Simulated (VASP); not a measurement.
# SiW16 in VASP: a series of runs

The runs below take SiW16 through single point, with PBE.

All numbers are computed with VASP 6.6.1; they aren't measurements. Logs are shortened: lines on timing, memory, paths and dates and some standing lists are left out, and cuts for length are marked.

## Step 1: The cell of the first run

The cell holds a slab with vacuum, 17 atoms: a = 6.367 Å, b = 6.367 Å, c = 20.143 Å, α = 90.00°, β = 90.00°, γ = 90.00°.

## Step 2: Single point, PBE

Contents of INCAR:

```
  PREC = Accurate
  ENCUT = 520
  EDIFF = 1E-6
  ISMEAR = 0
  SIGMA = 0.1
  LREAL = Auto
  LASPH = T
  NELM = 100
  ALGO = Normal
  ISIF = 2
  LWAVE = F
  LCHARG = F
  LDIPOL = T
  IDIPOL = 3
  DIPOL = 0.5 0.5 0.327
  GGA = PE
  NBANDS = 128
```

Contents of KPOINTS:

```
Automatic mesh
0
Gamma
  4 4 1
```

Contents of POSCAR:

```
SiW16
1.0
    6.3673983380      0.0000000000      0.0000000000
    0.0000000000      6.3673983380      0.0000000000
    0.0000000000      0.0000000000     20.1425770443
W Si
16 1
Direct
    0.2500000000      0.2500000000      0.1985843217
    0.2500000000      0.7500000000      0.1985843217
    0.7500000000      0.2500000000      0.1985843217
    0.7500000000      0.7500000000      0.1985843217
    0.0000000000      0.0000000000      0.2776134142
    0.0000000000      0.5000000000      0.2776134142
    0.5000000000      0.0000000000      0.2776134142
    0.5000000000      0.5000000000      0.2776134142
    0.2500000000      0.2500000000      0.3599451664
    0.2500000000      0.7500000000      0.3599451664
    0.7500000000      0.2500000000      0.3599451664
    0.7500000000      0.7500000000      0.3599451664
    0.0000000000      0.0000000000      0.4290700751
    0.0000000000      0.5000000000      0.4290700751
    0.5000000000      0.0000000000      0.4290700751
    0.5000000000      0.5000000000      0.4290700751
    0.1875000000      0.1875000000      0.5040655521
```

Potentials or basis: VASP PAW PBE potentials, release 64 (W_sv, Si).

Run with:

```console
$ cat potpaw_PBE.64/W_sv/POTCAR potpaw_PBE.64/Si/POTCAR > POTCAR
$ mpirun -np 1 vasp_std > vasp.out
```

OUTCAR:

```text
PREC = Accurate
   ENCUT = 520
   EDIFF = 1E-6
   ISMEAR = 0
   LREAL = Auto
   LASPH = T
   NELM = 100
   ISIF = 2
   GGA = PE

 ion  position               nearest neighbor table
   1  0.250  0.250  0.199-   5 2.76   6 2.76   7 2.76   8 2.76   2 3.18   3 3.18   2 3.18   3 3.18
                             9 3.25
   2  0.250  0.750  0.199-   5 2.76   6 2.76   7 2.76   8 2.76   1 3.18   4 3.18   1 3.18   4 3.18
                            10 3.25
   3  0.750  0.250  0.199-   5 2.76   6 2.76   7 2.76   8 2.76   1 3.18   4 3.18   4 3.18   1 3.18
                            11 3.25
   4  0.750  0.750  0.199-   5 2.76   6 2.76   7 2.76   8 2.76   2 3.18   3 3.18   3 3.18   2 3.18
                            12 3.25
   5  0.000  0.000  0.278-   1 2.76   2 2.76   3 2.76   4 2.76   9 2.80  10 2.80  11 2.80  12 2.80
                            13 3.05   7 3.18   6 3.18   6 3.18   7 3.18
   6  0.000  0.500  0.278-   1 2.76   2 2.76   3 2.76   4 2.76   9 2.80  10 2.80  11 2.80  12 2.80
                            14 3.05   8 3.18   5 3.18   5 3.18   8 3.18
   7  0.500  0.000  0.278-   1 2.76   2 2.76   3 2.76   4 2.76   9 2.80  10 2.80  11 2.80  12 2.80
                            15 3.05   8 3.18   5 3.18   8 3.18   5 3.18
   8  0.500  0.500  0.278-   1 2.76   2 2.76   3 2.76   4 2.76   9 2.80  10 2.80  11 2.80  12 2.80
                            16 3.05   7 3.18   6 3.18   7 3.18   6 3.18
   9  0.250  0.250  0.360-  13 2.65  14 2.65  15 2.65  16 2.65   5 2.80   6 2.80   7 2.80   8 2.80
                            17 2.96  11 3.18  10 3.18  10 3.18  11 3.18   1 3.25
  10  0.250  0.750  0.360-  13 2.65  14 2.65  15 2.65  16 2.65   5 2.80   6 2.80   7 2.80   8 2.80
                             9 3.18  12 3.18   9 3.18  12 3.18   2 3.25
  11  0.750  0.250  0.360-  13 2.65  14 2.65  15 2.65  16 2.65   5 2.80   6 2.80   7 2.80   8 2.80
                             9 3.18  12 3.18  12 3.18   9 3.18   3 3.25
  12  0.750  0.750  0.360-  13 2.65  14 2.65  15 2.65  16 2.65   5 2.80   6 2.80   7 2.80   8 2.80
                            10 3.18  11 3.18  11 3.18  10 3.18   4 3.25
  13  0.000  0.000  0.429-  17 2.27  10 2.65  11 2.65  12 2.65   9 2.65   5 3.05  15 3.18  14 3.18
                            14 3.18  15 3.18
  14  0.000  0.500  0.429-   9 2.65  10 2.65  11 2.65  12 2.65  17 2.77   6 3.05  16 3.18  13 3.18
                            13 3.18  16 3.18
  15  0.500  0.000  0.429-   9 2.65  10 2.65  11 2.65  12 2.65  17 2.77   7 3.05  16 3.18  13 3.18
                            16 3.18  13 3.18
  16  0.500  0.500  0.429-   9 2.65  10 2.65  11 2.65  12 2.65   8 3.05  14 3.18  15 3.18  15 3.18
                            14 3.18  17 3.19
  17  0.188  0.188  0.504-  13 2.27  14 2.77  15 2.77   9 2.96  16 3.19

  LATTYP: Found a simple tetragonal cell.
 ALAT       =     6.3673983380
 C/A-ratio  =     3.1633920127

  Lattice vectors:

 A1 = (   6.3673983380,   0.0000000000,   0.0000000000)
 A2 = (   0.0000000000,   6.3673983380,   0.0000000000)
 A3 = (   0.0000000000,   0.0000000000,  20.1425770443)

Analysis of symmetry for initial positions (statically):
=====================================================================
 Subroutine PRICEL returns:
 Original cell was already a primitive cell.

 Routine SETGRP: Setting up the symmetry group for a
 simple tetragonal supercell.

 Subroutine GETGRP returns: Found  2 space group operations
 (whereof  2 operations were pure point group operations)
 out of a pool of 16 trial point group operations.

The static configuration has the point symmetry C_1h.

Analysis of symmetry for dynamics (positions and initial velocities):
=====================================================================
 Subroutine PRICEL returns:
 Original cell was already a primitive cell.

 Routine SETGRP: Setting up the symmetry group for a
 simple tetragonal supercell.

 Subroutine GETGRP returns: Found  2 space group operations
 (whereof  2 operations were pure point group operations)
 out of a pool of 16 trial point group operations.

The dynamic configuration has the point symmetry C_1h.

 Subroutine INISYM returns: Found  2 space group operations
 (whereof  2 operations are pure point group operations),
 and found     1 'primitive' translations

----------------------------------------------------------------------------------------

                                     Primitive cell

  volume of cell :     816.6558

  direct lattice vectors                    reciprocal lattice vectors
     6.367398338  0.000000000  0.000000000     0.157050014  0.000000000  0.000000000
     0.000000000  6.367398338  0.000000000     0.000000000  0.157050014  0.000000000
     0.000000000  0.000000000 20.142577044     0.000000000  0.000000000  0.049646080

  length of vectors
[... 54 lines left out ...]
     0.000000000  0.000000000  0.049646080     0.000000000  0.000000000  1.000000000

  Length of vectors
     0.039262504  0.039262504  0.049646080

  Shift w.r.t. Gamma in fractional coordinates (k-lattice)
     0.000000000  0.000000000  0.000000000

 Subroutine IBZKPT returns following result:
 ===========================================

 Found      7 irreducible k-points:

 Following reciprocal coordinates:
            Coordinates               Weight
  0.000000  0.000000  0.000000      1.000000
  0.250000  0.000000  0.000000      4.000000
  0.500000  0.000000  0.000000      2.000000
  0.250000  0.250000  0.000000      2.000000
 -0.250000  0.250000  0.000000      2.000000
  0.500000  0.250000  0.000000      4.000000
  0.500000  0.500000  0.000000      1.000000
   k-points           NKPTS =      7   k-points in BZ     NKDIM =      7   number of bands    NBANDS=    128
   number of dos      NEDOS =    301   number of ions     NIONS =     17
   total plane-waves  NPLWV = 345600
   dimension x,y,z NGX =    48 NGY =   48 NGZ =  150
   dimension x,y,z NGXF=    96 NGYF=   96 NGZF=  300
   ions per type =              16   1
   NGX,Y,Z   is equivalent  to a cutoff of  12.53, 12.53, 12.38 a.u.
   NGXF,Y,Z  is equivalent  to a cutoff of  25.06, 25.06, 24.76 a.u.
 SYSTEM =  unknown system
   PREC   = accura    normal or accurate (medium, high low for compatibility)
   ISTART =      0    job   : 0-new  1-cont  2-samecut
   ICHARG =      2    charge: 1-file 2-atom 10-const
   ISPIN  =      1    spin polarized calculation?
   LNONCOLLINEAR =      F non collinear calculations
   LSORBIT =      F    spin-orbit coupling
   LASPH  =      T    aspherical Exc in radial PAW
   ENCUT  =  520.0 eV  38.22 Ry    6.18 a.u.  11.84 11.84 37.45*2*pi/ulx,y,z
   NELM   =    100;   NELMIN=  2; NELMDL= -5     # of ELM steps
   EDIFF  = 0.1E-05   stopping-criterion for ELM
   LREAL  =      T    real-space projection
   EDIFFG = 0.1E-04   stopping-criterion for IOM
   NSW    =      0    number of steps for IOM
[... 5 lines left out ...]
   TEBEG  =    0.0;   TEEND  =   0.0 temperature during run
   PSTRESS=    0.0 pullay stress
   NELECT =     228.0000    total number of electrons
   NUPDOWN=      -1.0000    fix difference up-down
   EMIN   =  10.00;   EMAX   =-10.00  energy-range for DOS
   EFERMI =   0.00;   METHOD = LEGACY
   ISMEAR =     0;   SIGMA  =   0.10  broadening in eV -4-tet -1-fermi 0-gaus
   EFERMI_NEDOS =   21; number of points for ismear=-14 and -15
   IALGO  =     38    algorithm
   IMIX   =      4    mixing-type and parameters
     AMIX     =   0.40;   BMIX     =  1.00
     AMIX_MAG =   1.60;   BMIX_MAG =  1.00
  volume/ion in A,a.u.               =      48.04       324.18
  Fermi-wavevector in a.u.,A,eV,Ry     =   1.069974  2.021959 15.576567  1.144845
  Thomas-Fermi vector in A             =   2.205670
   LORBIT       =      0    0 simple, 1 ext, 2 COOP (PROOUT), +10 PAW based schemes
   GGA     = PE    functional components
   LHFCALC =     F    Hartree Fock is set to
   AEXX    =    0.0000 exact exchange contribution
   IVDW    =     0    specifies the selected vdW correction
   LEPSILON=     F    determine dielectric tensor
   LRPA    =     F    only Hartree local field effects (RPA)
 non-spin polarized calculation
 Gauss-broadening in eV      SIGMA  =   0.10
  energy-cutoff  :      520.00
  volume of cell :      816.66
 maximum number of plane-waves:     22040
   NGX = 23   NGY = 23   NGZ = 75

 dipolmoment           0.000000      0.000000     -0.003429 electrons x Angstroem

 number of electron     227.9999966 magnetization

 dipolmoment           0.000000      0.000000      0.073084 electrons x Angstroem

 Free energy of the ion-electron system (eV)
  ---------------------------------------------------
  ext. energy  EPLUGINS =         0.00000000
  ---------------------------------------------------
  free energy    TOTEN  =      -192.77753898 eV

  energy without entropy =     -192.65525229  energy(sigma->0) =     -192.71639564

 E-fermi :   0.8303     XC(G=0):  -5.6442

 val. band max:        0.8117968066   @ k =   0.5000   0.0000   0.0000
 cond. band min:       0.8452436289   @ k =   0.5000   0.5000   0.0000
 fundamental gap:      0.0334468223
 Fermi energy:         0.8302693262

 k-point     1 :       0.0000    0.0000    0.0000
  band No.  band energies     occupation
      1     -73.0631      2.00000
      2     -72.9992      2.00000
      3     -72.9967      2.00000
      4     -72.9924      2.00000
      5     -72.9880      2.00000
      6     -72.9812      2.00000
[... 892 lines left out ...]
    125       2.2289      0.00000
    126       2.2711      0.00000
 [bands above 126 left out]

------------------------ aborting loop because EDIFF is reached ----------------------------------------

 vacuum level on the upper side and lower side of the slab       (xc-potential included)         0.010        -0.308

  FORCE on cell =-STRESS in cart. coord.  units (eV):
  Direction    XX          YY          ZZ          XY          YZ          ZX
  --------------------------------------------------------------------------------------
  -------------------------------------------------------------------------------------
  Total      -20.4203666    -20.4203666    -10.9448715      1.8000222      3.7650465      3.7650487
  in kB      -40.0622229    -40.0622229    -21.4724785      3.5314201      7.3865536      7.3865579
  external PRESSURE =     -33.8656414 kB  Pullay stress =       0.0000000 kB

 VOLUME and BASIS-vectors are now :
 -----------------------------------------------------------------------------
  energy-cutoff  :      520.00
  volume of cell :      816.66
      direct lattice vectors                 reciprocal lattice vectors
     6.367398338  0.000000000  0.000000000     0.157050014  0.000000000  0.000000000
     0.000000000  6.367398338  0.000000000     0.000000000  0.157050014  0.000000000
     0.000000000  0.000000000 20.142577044     0.000000000  0.000000000  0.049646080

 POSITION                                       TOTAL-FORCE (eV/Angst)
 -----------------------------------------------------------------------------------
      1.59185      1.59185      4.00000         0.019741      0.019741      2.158558
      1.59185      4.77555      4.00000         0.038864     -0.019357      2.151986
      4.77555      1.59185      4.00000        -0.019357      0.038864      2.151986
      4.77555      4.77555      4.00000        -0.047384     -0.047384      1.977953
      0.00000      0.00000      5.59185        -0.016257     -0.016257     -2.068693
      0.00000      3.18370      5.59185         0.000262      0.086213     -2.139063
[... 9 lines left out ...]
      3.18370      3.18370      8.64258        -0.359776     -0.359776      0.545880
      1.19389      1.19389     10.15318         2.548133      2.548133      0.026246
 -----------------------------------------------------------------------------------
    total drift:                                0.000119      0.000119      0.007061

  FREE ENERGIE OF THE ION-ELECTRON SYSTEM (eV)
  ---------------------------------------------------
  free  energy   TOTEN  =      -192.7775389789 eV

  energy  without entropy=     -192.6552522941  energy(sigma->0) =     -192.71639564

 vacuum level on the upper side and lower side of the slab         5.204         4.868
```

Wall time 31 min (1 thread of Intel Xeon Platinum 8488C (Sapphire Rapids), shared host); peak memory 0.94 GiB.

Results:

* Free energy: -192.7775 eV
* Largest force: 3.604 eV/Å
* Band gap on the k mesh: zero (bands 114 and 115 overlap by 0.16 eV)

Forces in eV/Å, atoms in the order of the input:
```
W    0.020  0.020  2.159
W    0.039 -0.019  2.152
W   -0.019  0.039  2.152
W   -0.047 -0.047  1.978
W   -0.016 -0.016 -2.069
W    0.000  0.086 -2.139
W    0.086  0.000 -2.139
W    0.099  0.099 -2.199
W    0.098  0.098 -0.289
W    0.282 -0.308 -0.384
W   -0.308  0.282 -0.384
W   -0.357 -0.357 -0.617
W   -1.924 -1.924 -0.726
W    0.112 -0.253  0.966
W   -0.253  0.112  0.966
W   -0.360 -0.360  0.546
Si   2.548  2.548  0.026
```

Caveat: spin-orbit coupling is left out, which moves the levels of the heavy elements.

## Step 3: Single point, PBE

Contents of INCAR:

```
SYSTEM = SiW16
  PREC = Accurate
  ENCUT = 520
  EDIFF = 1E-6
  ISMEAR = 0
  SIGMA = 0.1
  LREAL = Auto
  LASPH = .TRUE.
  NELM = 100
  ALGO = Normal
  ISIF = 2
  LWAVE = .FALSE.
  LCHARG = .FALSE.
  LDIPOL = .TRUE.
  IDIPOL = 3
  DIPOL = 0.5 0.5 0.329
  GGA = PE
  NBANDS = 128
```

Contents of KPOINTS:

```
Automatic mesh
0
G
  4 4 1
  0 0 0
```

POSCAR: that of step 2 with these lines changed.

```diff
@@ -24,2 +24,2 @@
     0.5000000000      0.5000000000      0.4290700751
-    0.1875000000      0.1875000000      0.5040655521
+    0.1250000000      0.1250000000      0.5287757914
```

Potentials or basis: VASP PAW PBE potentials, release 64 (W_sv, Si).

Run with:

```console
$ cat potpaw_PBE.64/W_sv/POTCAR potpaw_PBE.64/Si/POTCAR > POTCAR
$ mpirun -np 1 vasp_std > vasp.out
```

Run time: 23 min. Hardware: 1 thread of Intel Xeon 6975P-C (Granite Rapids), shared host; peak memory 0.95 GiB.

It converged, with:

```yaml
Free_energy: -191.1462 eV
Largest_force: 2.274 eV/Å
Band_gap_on_the_k_mesh: zero (bands 114 and 115 overlap by 0.27 eV)
```

Forces on the atoms (eV/Å):
```
W    0.016  0.016  2.084
W    0.005  0.012  2.150
W    0.012  0.005  2.150
W   -0.080 -0.080  2.028
W    0.092  0.092 -2.270
W    0.102  0.026 -2.104
W    0.026  0.102 -2.104
W    0.020  0.020 -2.168
W    0.138  0.138 -0.332
W    0.476 -0.404 -0.350
W   -0.404  0.476 -0.350
W   -0.491 -0.491 -0.251
W   -1.084 -1.084 -0.075
W    0.157 -0.206  0.923
W   -0.206  0.157  0.923
W   -0.103 -0.103 -0.265
Si   1.320  1.320  0.010
```

Levels at points of the mesh, in eV from the Fermi level:
| k point | band 111 | band 112 | band 113 | band 114 | band 115 | band 116 | band 117 | band 118 | band 119 | band 120 |
| --- | --- | --- | --- | --- | --- | --- | --- | --- | --- | --- |
| (0.00, 0.00, 0.00) | -0.19 | -0.16 | 0.09 | 0.21 | 0.40 | 0.68 | 0.72 | 0.85 | 0.97 | 1.02 |
| (0.50, 0.00, 0.00) | -0.18 | -0.15 | -0.13 | -0.11 | -0.03 | 0.00 | 0.09 | 0.71 | 0.77 | 0.79 |
| (0.50, 0.50, 0.00) | -0.58 | -0.18 | -0.14 | -0.09 | -0.04 | -0.04 | -0.02 | 0.01 | 0.27 | 0.43 |

Caveat: spin-orbit coupling is left out, which moves the levels of the heavy elements.
